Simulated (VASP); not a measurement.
Wanted: the native input for a VASP 6.6.1 run.

- Task: single point
- Functional: PBEsol
- Potentials or basis: VASP PAW PBE potentials, release 64 (Ti_sv, Al)
- Cutoff: 520 eV
- k mesh: 12 × 12 × 12
- Occupations: gaussian, width 0.15 eV
- Spin: no spin polarisation
- Dipole correction: no
- Further INCAR settings: ALGO = Fast; EDIFF = 1e-07; NBANDS = 18

The structure of TiAl3 lies in POSCAR:

```
TiAl3
1.0
    3.9483448106      0.0000000000      0.0000000000
    0.0000000000      3.9483448106      0.0000000000
    0.0000000000      0.0000000000      3.9483448106
Ti Al
1 3
Direct
    0.0000000000      0.0000000000      0.0000000000
    0.5633176716      0.5000000000      0.0000000000
    0.5633176716      0.0000000000      0.5000000000
    0.0633176716      0.5000000000      0.5000000000
```

This cell differs from its parent crystal: all Al atoms moved -0.250 Å, as atom 2 towards its neighbour atom 2 (Al) at 3.948 Å.

The input as run:

INCAR

```
SYSTEM = TiAl3
ALGO = Fast ; EDIFF = 1E-7
ENCUT = 520 ; GGA = PS
ISIF = 2 ; ISMEAR = 0
LASPH = .True. ; LCHARG = .True.
LELF = .True. ; LREAL = .False.
LVHAR = .True. ; LWAVE = .False.
NBANDS = 18 ; NELM = 60
PREC = Accurate ; SIGMA = 0.15
```

KPOINTS

```
k-points
0
Gamma
  12 12 12
  0 0 0
```

Potentials or basis: VASP PAW PBE potentials, release 64 (Ti_sv, Al).

Launch:

```bash
$ cat potpaw_PBE.64/Ti_sv/POTCAR potpaw_PBE.64/Al/POTCAR > POTCAR
$ mpirun -np 1 vasp_std > vasp.out
```

It gave:

```
Pressure               : 2.2 GPa
Largest force          : 2.340 eV/Å
Band gap on the k mesh : zero (an odd number of electrons rules out a gap without spin polarisation)
```

Caveat: the cell differs from its parent crystal (all Al atoms moved -0.250 Å, as atom 2 towards its neighbour atom 2 (Al) at 3.948 Å); the PAW data sets were made with another functional, which shifts forces and pressure a little.

Run time: 8.3 min on 1 thread of AMD EPYC 9R14 (Zen 4) (shared host), peak memory 0.29 GiB.
